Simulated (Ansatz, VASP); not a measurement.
## NaI in VASP and in Ansatz

```xyz
2
Lattice="0.0000 3.2297 3.2136 3.2297 0.0000 3.2136 3.2297 3.2297 0.0000" Properties=species:S:1:pos:R:3 pbc="T T T"
Na    0.0000    0.0000    0.0000
I     3.2297    3.2297    3.2136
```

Change from the starting cell: uniaxial_z strain -0.5%.

Alike in both runs: task single point; functional r2SCAN; k mesh 8 × 8 × 8; no spin polarisation.

|  | VASP | Ansatz |
| --- | --- | --- |
| version | VASP 6.6.1 | Ansatz 0.2.0 |
| potentials or method | VASP PAW PBE potentials, release 64 (Na_pv, I) | plane waves, PAW |
| plane-wave cutoff (eV) | 520 | 500 |
| occupations | gaussian, width 0.01 eV | fixed |
| valence electrons in the cell | 14 | 26 |

VASP gave:

| Item | Value |
| --- | --- |
| gap on the k mesh at the Fermi level (eV) | 4.47 |
| pressure (GPa) | 0.0 |
| traceless stress, the component that is largest in VASP (GPa) | 0.10 |

Task: What did Ansatz give for the same quantities?

Result: gap on the k mesh at the Fermi level (eV): 4.46; pressure (GPa): 0.1; traceless stress, the component that is largest in VASP (GPa): 0.10.

VASP's potentials were made for PBE, not for r2SCAN. VASP's potentials hold 14 valence electrons a cell and Ansatz's 26, so a difference there can come from the potentials and not from the codes.

Spin-orbit coupling is off throughout.
